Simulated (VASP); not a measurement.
# Li3BH6 (Immm) in VASP: a series of runs, part 2 of 2

VASP 6.6.1.

### Step 4. Single point, PBE

This run uses another cell than the first one, of 8.27 Å³/atom, 1.006 times its volume.

INCAR

```
SYSTEM = Li3BH6
  ALGO = Normal
  EDIFF = 1E-7
  ENCUT = 520
  GGA = PE
  ISIF = 2
  ISMEAR = 0
  LASPH = .TRUE.
  LCHARG = .TRUE.
  LELF = .TRUE.
  LREAL = .FALSE.
  LVHAR = .TRUE.
  LWAVE = .FALSE.
  NBANDS = 20
  NELM = 100
  PREC = Accurate
  SIGMA = 0.1
```

KPOINTS

```
k-points
0
G
  4 4 4
  0 0 0
```

POSCAR

```
Li3BH6
1.0
   -2.6515109860      2.7962915815      2.7871538778
    2.6515109860     -2.7962915815      2.7871538778
    2.6515109860      2.7962915815     -2.7871538778
Li B H
3 1 6
Direct
    0.0000000000      0.0000000000      0.0000000000
    0.7243083407      0.5000000000      0.2243083407
    0.2756916593      0.5000000000      0.7756916593
    0.5000000000      0.0000000000      0.5000000000
    0.8973171290      0.1904765936      0.7068405353
    0.5163639417      0.8095234064      0.7068405353
    0.1026828710      0.8095234064      0.2931594647
    0.4836360583      0.1904765936      0.2931594647
    0.5000000000      0.7595838404      0.2595838404
    0.5000000000      0.2404161596      0.7404161596
```

Potentials or basis: VASP PAW PBE potentials, release 64 (Li_sv, B, H).

Run with:

```bash
$ cat potpaw_PBE.64/Li_sv/POTCAR potpaw_PBE.64/B/POTCAR potpaw_PBE.64/H/POTCAR > POTCAR
$ mpirun -np 1 vasp_std > vasp.out
```

OUTCAR:

```text
SYSTEM = Li3BH6
   EDIFF = 1E-7
   ENCUT = 520
   GGA = PE
   ISIF = 2
   ISMEAR = 0
   LASPH = .TRUE.
   LREAL = .FALSE.
   NELM = 100
   PREC = Accurate

 ion  position               nearest neighbor table
   1  0.000  0.000  0.000-
   2  0.724  0.500  0.224-   3 2.51
   3  0.276  0.500  0.776-   2 2.51
   4  0.500  0.000  0.500-   9 1.27  10 1.27
   5  0.897  0.190  0.707-
   6  0.516  0.810  0.707-
   7  0.103  0.810  0.293-
   8  0.484  0.190  0.293-
   9  0.500  0.760  0.260-   4 1.27
  10  0.500  0.240  0.740-   4 1.27

  LATTYP: Found a body centered orthorhombic cell.
 ALAT       =     5.3030219720
 B/A-ratio  =     1.0511568281
 C/A-ratio  =     1.0546030532

  Lattice vectors:

 A1 = (  -2.6515109860,  -2.7962915815,   2.7871538778)
 A2 = (   2.6515109860,  -2.7962915815,  -2.7871538778)
 A3 = (   2.6515109860,   2.7962915815,   2.7871538778)

Analysis of symmetry for initial positions (statically):
=====================================================================
 Subroutine PRICEL returns:
 Original cell was already a primitive cell.

 Routine SETGRP: Setting up the symmetry group for a
 body centered orthorhombic supercell.

 Subroutine GETGRP returns: Found  8 space group operations
 (whereof  8 operations were pure point group operations)
 out of a pool of  8 trial point group operations.

The static configuration has the point symmetry D_2h.

Analysis of symmetry for dynamics (positions and initial velocities):
=====================================================================
 Subroutine PRICEL returns:
 Original cell was already a primitive cell.

 Routine SETGRP: Setting up the symmetry group for a
 body centered orthorhombic supercell.

 Subroutine GETGRP returns: Found  8 space group operations
 (whereof  8 operations were pure point group operations)
 out of a pool of  8 trial point group operations.

The dynamic configuration has the point symmetry D_2h.

 Subroutine INISYM returns: Found  8 space group operations
 (whereof  8 operations are pure point group operations),
 and found     1 'primitive' translations

----------------------------------------------------------------------------------------

                                     Primitive cell

  volume of cell :      82.6603

  direct lattice vectors                    reciprocal lattice vectors
    -2.651510986  2.796291581  2.787153878     0.000000000  0.178808249  0.179394473
     2.651510986 -2.796291581  2.787153878     0.188571725  0.000000000  0.179394473
     2.651510986  2.796291581 -2.787153878     0.188571725  0.178808249  0.000000000

  length of vectors
     4.755836820  4.755836820  4.755836820     0.253287912  0.260272304  0.259868592

  position of ions in fractional coordinates (direct lattice)
     0.000000000  0.000000000  0.000000000
     0.724308341  0.500000000  0.224308341
     0.275691659  0.500000000  0.775691659
     0.500000000  0.000000000  0.500000000
     0.897317129  0.190476594  0.706840535
     0.516363942  0.809523406  0.706840535
     0.102682871  0.809523406  0.293159465
     0.483636058  0.190476594  0.293159465
     0.500000000  0.759583840  0.259583840
[... 47 lines left out ...]
  0.250000  0.250000 -0.000000      8.000000
  0.500000  0.250000 -0.000000      8.000000
[... 10 lines left out ...]
 -0.250000 -0.250000  0.250000      2.000000
  0.500000  0.500000  0.500000      1.000000
   k-points           NKPTS =     18   k-points in BZ     NKDIM =     18   number of bands    NBANDS=     20
   number of dos      NEDOS =    301   number of ions     NIONS =     10
   total plane-waves  NPLWV =  46656
   dimension x,y,z NGX =    36 NGY =   36 NGZ =   36
   dimension x,y,z NGXF=    72 NGYF=   72 NGZF=   72
   ions per type =               3   1   6
   NGX,Y,Z   is equivalent  to a cutoff of  12.58, 12.58, 12.58 a.u.
   NGXF,Y,Z  is equivalent  to a cutoff of  25.17, 25.17, 25.17 a.u.
 SYSTEM =  Li3BH6
   PREC   = accura    normal or accurate (medium, high low for compatibility)
   ISTART =      0    job   : 0-new  1-cont  2-samecut
   ICHARG =      2    charge: 1-file 2-atom 10-const
   ISPIN  =      1    spin polarized calculation?
   LNONCOLLINEAR =      F non collinear calculations
   LSORBIT =      F    spin-orbit coupling
   LASPH  =      T    aspherical Exc in radial PAW
   ENCUT  =  520.0 eV  38.22 Ry    6.18 a.u.   8.84  8.84  8.84*2*pi/ulx,y,z
   NELM   =    100;   NELMIN=  2; NELMDL= -5     # of ELM steps
   EDIFF  = 0.1E-06   stopping-criterion for ELM
   LREAL  =      F    real-space projection
   EDIFFG = 0.1E-05   stopping-criterion for IOM
   NSW    =      0    number of steps for IOM
   IBRION =     -1    ionic relax: 0-MD 1-quasi-New 2-CG
   NFREE  =      0    steps in history (QN), initial steepest desc. (CG)
   ISIF   =      2    stress and relaxation
   ISYM   =      2    0-nonsym 1-usesym 2-fastsym
   POTIM  = 0.5000    time-step for ionic-motion
   TEBEG  =    0.0;   TEEND  =   0.0 temperature during run
   PSTRESS=    0.0 pullay stress
   NELECT =      18.0000    total number of electrons
   NUPDOWN=      -1.0000    fix difference up-down
   EMIN   =  10.00;   EMAX   =-10.00  energy-range for DOS
   EFERMI =   0.00;   METHOD = LEGACY
   ISMEAR =     0;   SIGMA  =   0.10  broadening in eV -4-tet -1-fermi 0-gaus
   EFERMI_NEDOS =   21; number of points for ismear=-14 and -15
   IALGO  =     38    algorithm
   IMIX   =      4    mixing-type and parameters
     AMIX     =   0.40;   BMIX     =  1.00
     AMIX_MAG =   1.60;   BMIX_MAG =  1.00
  volume/ion in A,a.u.               =       8.27        55.78
  Fermi-wavevector in a.u.,A,eV,Ry     =   0.984918  1.861225 13.198514  0.970063
  Thomas-Fermi vector in A             =   2.116186
   LORBIT       =      0    0 simple, 1 ext, 2 COOP (PROOUT), +10 PAW based schemes
   GGA     = PE    functional components
   LHFCALC =     F    Hartree Fock is set to
   AEXX    =    0.0000 exact exchange contribution
   IVDW    =     0    specifies the selected vdW correction
   LEPSILON=     F    determine dielectric tensor
   LRPA    =     F    only Hartree local field effects (RPA)
 non-spin polarized calculation
 Gauss-broadening in eV      SIGMA  =   0.10
  energy-cutoff  :      520.00
  volume of cell :       82.66
 maximum number of plane-waves:      2246
   NGX = 17   NGY = 17   NGZ = 17

 number of electron      18.0000017 magnetization

 Free energy of the ion-electron system (eV)
  ---------------------------------------------------
  ext. energy  EPLUGINS =         0.00000000
  ---------------------------------------------------
  free energy    TOTEN  =       -31.65283024 eV

  energy without entropy =      -31.65283024  energy(sigma->0) =      -31.65283024

 E-fermi :   1.5010     XC(G=0):  -8.0579

 val. band max:        1.0741983166   @ k =   0.5000   0.5000   0.5000
 cond. band min:       1.9460087818   @ k =   0.0000   0.0000   0.0000
 fundamental gap:      0.8718104651
 Fermi energy:         1.5010470328

 k-point     1 :       0.0000    0.0000    0.0000
  band No.  band energies     occupation
      1     -45.4890      2.00000
      2     -45.0992      2.00000
      3     -45.0710      2.00000
      4      -9.1475      2.00000
      5      -4.4460      2.00000
      6      -3.3190      2.00000
[... 403 lines left out ...]
     19      11.6827      0.00000
     20      12.0351      0.00000

------------------------ aborting loop because EDIFF is reached ----------------------------------------

  FORCE on cell =-STRESS in cart. coord.  units (eV):
  Direction    XX          YY          ZZ          XY          YZ          ZX
  --------------------------------------------------------------------------------------
  -------------------------------------------------------------------------------------
  Total       -0.2414127     -0.2396070     -0.0874257      0.0000000      0.0000000      0.0000000
  in kB       -4.6792253     -4.6442258     -1.6945449      0.0000000      0.0000000      0.0000000
  external PRESSURE =      -3.6726653 kB  Pullay stress =       0.0000000 kB

 VOLUME and BASIS-vectors are now :
 -----------------------------------------------------------------------------
  energy-cutoff  :      520.00
  volume of cell :       82.66
      direct lattice vectors                 reciprocal lattice vectors
    -2.651510986  2.796291581  2.787153878     0.000000000  0.178808249  0.179394473
     2.651510986 -2.796291581  2.787153878     0.188571725  0.000000000  0.179394473
     2.651510986  2.796291581 -2.787153878     0.188571725  0.178808249  0.000000000

 POSITION                                       TOTAL-FORCE (eV/Angst)
 -----------------------------------------------------------------------------------
      0.00000      0.00000      0.00000         0.000000     -0.000000      0.000000
      0.00000      1.25446      2.78715         0.000000     -0.016664      0.000000
      2.65151      1.54183      0.00000         0.000000      0.016664      0.000000
      0.00000      2.79629      0.00000         0.000000     -0.000000      0.000000
     -0.00000      3.95306      1.06178         0.000000     -0.006641     -0.009400
      2.65151      1.15677      1.72538         0.000000     -0.006641      0.009400
      2.65151     -1.15677      1.72538         0.000000      0.006641      0.009400
      0.00000      1.63952      1.06178         0.000000      0.006641     -0.009400
      1.37658      0.00000      2.78715        -0.009375     -0.000000     -0.000000
      1.27493      2.79629      0.00000         0.009375     -0.000000      0.000000
 -----------------------------------------------------------------------------------
    total drift:                               -0.000000     -0.000000      0.000000

  FREE ENERGIE OF THE ION-ELECTRON SYSTEM (eV)
  ---------------------------------------------------
  free  energy   TOTEN  =       -31.6528302426 eV

  energy  without entropy=      -31.6528302426  energy(sigma->0) =      -31.65283024
```

It took 60 s on 1 thread of Intel Xeon 8259CL, shared host; peak memory 0.2 GiB.

What came out:

| Quantity | Value |
| --- | --- |
| Free energy | -31.6528 eV |
| Largest force | 0.017 eV/Å |
| Band gap on the k mesh | 0.87 eV, indirect (least direct gap 1.18 eV) |

Forces in eV/Å, atoms in the order of the input:
```
Li   0.000  0.000  0.000
Li   0.000 -0.017  0.000
Li   0.000  0.017  0.000
B    0.000  0.000  0.000
H    0.000 -0.007 -0.009
H    0.000 -0.007  0.009
H    0.000  0.007  0.009
H    0.000  0.007 -0.009
H   -0.009  0.000  0.000
H    0.009  0.000  0.000
```

Levels at points of the mesh, in eV from the valence-band top:
```tsv
k point	band 5	band 6	band 7	band 8	band 9	band 10	band 11	band 12	band 13	band 14
(0.00, 0.00, 0.00)	-5.52	-4.39	-3.74	-1.79	-1.09	0.87	2.52	4.00	4.77	5.17
(0.50, 0.00, 0.00)	-5.76	-5.73	-3.93	-2.03	-1.09	2.31	3.44	3.97	4.30	6.09
(0.00, 0.50, 0.00)	-6.44	-5.11	-4.40	-1.27	-0.96	2.40	2.48	3.61	5.88	6.01
(0.50, 0.50, 0.00)	-6.52	-4.75	-4.35	-2.10	-0.88	1.93	3.41	4.40	5.29	5.99
(0.50, 0.50, 0.50)	-6.01	-5.58	-5.39	-2.42	0.00	1.18	3.42	4.01	5.93	6.05
```

Caveat: the cutoff is under 1.25 times the usual one of these potentials, so pressure, stress and relaxed cells hold a basis-set (Pulay) error. A k mesh can miss the band edges.

### Step 5. Single point, PBE

This run uses another cell than the first one, of 10.40 Å³/atom, 1.266 times its volume.

INCAR

```
ALGO = Normal
EDIFF = 1E-6
ENCUT = 520
GGA = PE
ISIF = 2
ISMEAR = 0
LASPH = T
LCHARG = F
LREAL = F
LWAVE = F
NBANDS = 20
NELM = 100
PREC = Accurate
SIGMA = 0.1
```

KPOINTS

```
k-points
0
Gamma
  4 4 4
```

POSCAR

```
Li3BH6
1.0
   -2.9154969400      2.9645001200      3.0079412900
    2.9154969400     -2.9645001200      3.0079412900
    2.9154969400      2.9645001200     -3.0079412900
Li B H
3 1 6
Direct
    0.0000000000      0.0000000000      0.0000000000
    0.7168241600      0.5000000000      0.2168241600
    0.2831758400      0.5000000000      0.7831758400
    0.5000000000      0.0000000000      0.5000000000
    0.8695106200      0.2083830300      0.6611275900
    0.4527445600      0.7916169700      0.6611275900
    0.1304893800      0.7916169700      0.3388724100
    0.5472554400      0.2083830300      0.3388724100
    0.5000000000      0.6797061900      0.1797061900
    0.5000000000      0.3202938100      0.8202938100
```

Run with:

```bash
$ cat potpaw_PBE.64/Li_sv/POTCAR potpaw_PBE.64/B/POTCAR potpaw_PBE.64/H/POTCAR > POTCAR
$ mpirun -np 1 vasp_std > vasp.out
```

It took 75 s on 1 thread of Intel Xeon 8259CL, shared host; peak memory 0.24 GiB.

The run converged. Its results:

| Property | Result |
| --- | --- |
| Free energy | -29.5152 eV |
| Largest force | 1.829 eV/Å |
| Band gap on the k mesh | 0.19 eV, indirect (least direct gap 0.76 eV) |

Forces in eV/Å, atoms in the order of the input:
```
Li   0.000  0.000  0.000
Li   0.000  0.274  0.000
Li   0.000 -0.274  0.000
B    0.000  0.000  0.000
H    0.000  0.161 -1.505
H    0.000  0.161  1.505
H    0.000 -0.161  1.505
H    0.000 -0.161 -1.505
H    1.829  0.000  0.000
H   -1.829  0.000  0.000
```

Levels at points of the mesh, in eV from the valence-band top:
| k point | band 5 | band 6 | band 7 | band 8 | band 9 | band 10 | band 11 | band 12 | band 13 | band 14 |
| --- | --- | --- | --- | --- | --- | --- | --- | --- | --- | --- |
| (0.00, 0.00, 0.00) | -4.72 | -3.41 | -2.95 | -2.39 | -1.22 | 0.19 | 2.85 | 4.11 | 4.44 | 4.60 |
| (0.50, 0.00, 0.00) | -5.42 | -3.84 | -3.23 | -2.98 | -0.68 | 2.42 | 2.67 | 2.75 | 3.80 | 5.28 |
| (0.00, 0.50, 0.00) | -5.57 | -4.23 | -3.92 | -0.75 | -0.63 | 0.95 | 2.24 | 3.25 | 4.16 | 5.29 |
| (0.50, 0.50, 0.00) | -5.03 | -4.99 | -3.47 | -1.38 | -0.74 | 0.91 | 2.92 | 3.82 | 4.40 | 5.07 |
| (0.50, 0.50, 0.50) | -5.52 | -4.32 | -3.61 | -3.24 | 0.00 | 0.76 | 3.05 | 3.99 | 4.06 | 5.05 |

Caveat: the cutoff is under 1.25 times the usual one of these potentials, so pressure, stress and relaxed cells hold a basis-set (Pulay) error; forces of over 1 eV/Å act on the atoms, so gaps and moduli don't describe the material at rest. A k mesh can miss the band edges.

### Step 6. Relaxation of cell and atoms, PBE

This run uses another cell than the first one, of 10.40 Å³/atom, 1.266 times its volume.

INCAR

```
SYSTEM = Li3BH6
ALGO = Normal
EDIFF = 1E-6
EDIFFG = -0.04
ENCUT = 600
GGA = PE
IBRION = 2
ISIF = 3
ISMEAR = 0
LASPH = .True.
LCHARG = .False.
LREAL = .False.
LWAVE = .False.
NELM = 100
NSW = 90
PREC = Accurate
SIGMA = 0.1
```

KPOINTS

```
k-points
0
Gamma
  4 4 4
  0 0 0
```

POSCAR is that of step 5.

Potentials or basis: VASP PAW PBE potentials, release 64 (Li_sv, B, H).

Run with:

```bash
$ cat potpaw_PBE.64/Li_sv/POTCAR potpaw_PBE.64/B/POTCAR potpaw_PBE.64/H/POTCAR > POTCAR
$ mpirun -np 1 vasp_std > vasp.out
```

It took 13 min on 1 thread of Intel Xeon 8259CL, shared host; peak memory 0.27 GiB.

Results (log left out):

| Property | Result |
| --- | --- |
| Free energy | -31.6743 eV |
| Relaxed volume | 8.19 Å³/atom |
| Relaxed cell | a = 4.741 Å, b = 4.741 Å, c = 4.741 Å, α = 112.20°, β = 108.19°, γ = 108.06° |
| Space group after relaxing (to 0.05 Å) | Immm (No. 71) |
| Energy gained by relaxing | 215.6 meV/atom |
| Ionic steps | 17 |
| Pressure after relaxing | 0.0 GPa |
| Largest force after relaxing | 0.029 eV/Å |
| Band gap on the k mesh | 0.88 eV, indirect (least direct gap 1.17 eV) |

Forces on the atoms (eV/Å):
```
Li   0.000  0.000  0.000
Li   0.000  0.012  0.000
Li   0.000 -0.012  0.000
B    0.000  0.000  0.000
H    0.000 -0.021  0.006
H    0.000 -0.021 -0.006
H    0.000  0.021 -0.006
H    0.000  0.021  0.006
H   -0.029  0.000  0.000
H    0.029  0.000  0.000
```

Stress tensor (GPa, compression positive):
```
-0.03  0.00  0.00
 0.00  0.03  0.00
 0.00  0.00  0.06
```

The path:
| step | energy change (eV) | largest force (eV/Å) | pressure (GPa) | volume (Å³) |
| --- | --- | --- | --- | --- |
| 1 | 0.0000 | 1.8285 | -7.38 | 103.99 |
| 2 | -1.0930 | 1.2769 | -5.38 | 96.90 |
| 3 | -1.6959 | 0.7162 | -0.36 | 87.90 |
| 4 | -1.8202 | 0.3852 | -0.92 | 86.92 |
| 5 | -1.9083 | 0.3445 | -1.50 | 84.85 |
| 6 | -1.9748 | 0.1129 | 0.06 | 82.36 |
| 7 | -1.9887 | 0.1384 | 1.28 | 80.78 |
| 8 | -2.0454 | 0.1774 | 0.98 | 80.93 |
| 9 | -2.0878 | 0.3371 | 1.00 | 81.02 |
| 10 | -2.0975 | 0.2776 | 0.85 | 81.04 |
| 11 | -2.1319 | 0.1526 | -0.38 | 82.50 |
| 12 | -2.1342 | 0.2149 | -0.75 | 83.00 |
| 13 | -2.1414 | 0.2759 | 0.34 | 82.55 |
| 14 | -2.1457 | 0.0759 | -0.10 | 82.71 |
| 15 | -2.1505 | 0.0524 | -0.07 | 82.49 |
| 16 | -2.1546 | 0.0539 | -0.01 | 82.02 |
| 17 | -2.1564 | 0.0291 | 0.02 | 81.91 |

Final structure:
```cif
data_structure
_symmetry_space_group_name_H-M 'P 1'
_symmetry_Int_Tables_number 1
_cell_length_a 4.7414
_cell_length_b 4.7414
_cell_length_c 4.7414
_cell_angle_alpha 112.202
_cell_angle_beta 108.188
_cell_angle_gamma 108.059
_cell_volume 81.91
loop_
_atom_site_label
_atom_site_type_symbol
_atom_site_fract_x
_atom_site_fract_y
_atom_site_fract_z
_atom_site_occupancy
Li1 Li 0.00000 0.00000 0.00000 1
Li2 Li 0.72369 0.50000 0.22369 1
Li3 Li 0.27631 0.50000 0.77631 1
B1 B 0.50000 0.00000 0.50000 1
H1 H 0.89818 0.19020 0.70799 1
H2 H 0.51779 0.80980 0.70799 1
H3 H 0.10182 0.80980 0.29201 1
H4 H 0.48221 0.19020 0.29201 1
H5 H 0.50000 0.75937 0.25937 1
H6 H 0.50000 0.24063 0.74063 1
```

Levels at points of the mesh, in eV from the valence-band top:
| k point | band 6 | band 7 | band 8 | band 9 | band 10 | band 11 | band 12 | band 13 |
| --- | --- | --- | --- | --- | --- | --- | --- | --- |
| (0.00, 0.00, 0.00) | -4.43 | -3.76 | -1.81 | -1.11 | 0.88 | 2.50 | 4.01 | 4.78 |
| (0.50, 0.00, 0.00) | -5.77 | -3.95 | -2.06 | -1.10 | 2.29 | 3.45 | 4.01 | 4.28 |
| (0.00, 0.50, 0.00) | -5.15 | -4.42 | -1.30 | -0.97 | 2.38 | 2.49 | 3.62 | 5.90 |
| (0.50, 0.50, 0.00) | -4.79 | -4.37 | -2.14 | -0.89 | 1.91 | 3.43 | 4.43 | 5.31 |
| (0.50, 0.50, 0.50) | -5.62 | -5.44 | -2.46 | 0.00 | 1.17 | 3.43 | 4.02 | 5.96 |

Caveat: the cutoff is under 1.25 times the usual one of these potentials, so pressure, stress and relaxed cells hold a basis-set (Pulay) error; the volume moved by over 15 % at a fixed basis, so the end points are rough. A hybrid or GW would open this gap; PBE tends to underestimate it.

### Step 7. The runs side by side

```csv
task,cell,k mesh,cutoff (eV),smearing,gap on the mesh (eV),pressure (GPa),relaxed volume (Å³/atom),largest force (eV/Å)
single point,"a = 4.746 Å, angles 112.4, 108.0, 108.0°, 10 atoms",8 × 8 × 8,520,gaussian 0.02 eV,0.87,-,-,0.02
relaxation of cell and atoms,"relaxed from a = 4.756 Å, angles 112.2, 108.2, 108.0°, 10 atoms",8 × 8 × 8,600,gaussian 0.02 eV,0.86,0.0,8.17,-
single point,"a = 4.756 Å, angles 112.2, 108.0, 108.2°, 10 atoms",4 × 4 × 4,520,gaussian 0.1 eV,0.87,-,-,0.02
single point,"a = 5.132 Å, angles 110.8, 109.4, 108.2°, 10 atoms",4 × 4 × 4,520,gaussian 0.1 eV,0.19,-,-,1.83
relaxation of cell and atoms,"relaxed from a = 5.132 Å, angles 110.8, 109.4, 108.2°, 10 atoms",4 × 4 × 4,600,gaussian 0.1 eV,0.88,0.0,8.19,0.03
```

Alike in all rows: level PBE; potentials or basis VASP PAW PBE potentials, release 64 (Li_sv, B, H); no spin polarisation.

Caveats: the cutoff is under 1.25 times the usual one of these potentials, so pressure, stress and relaxed cells hold a basis-set (Pulay) error; forces of over 1 eV/Å act on the atoms, so gaps and moduli don't describe the material at rest (some runs); the volume moved by over 15 % at a fixed basis, so the end points are rough (some runs).

Total energies depend on the potentials used, so only differences within one code and one set of settings carry meaning.
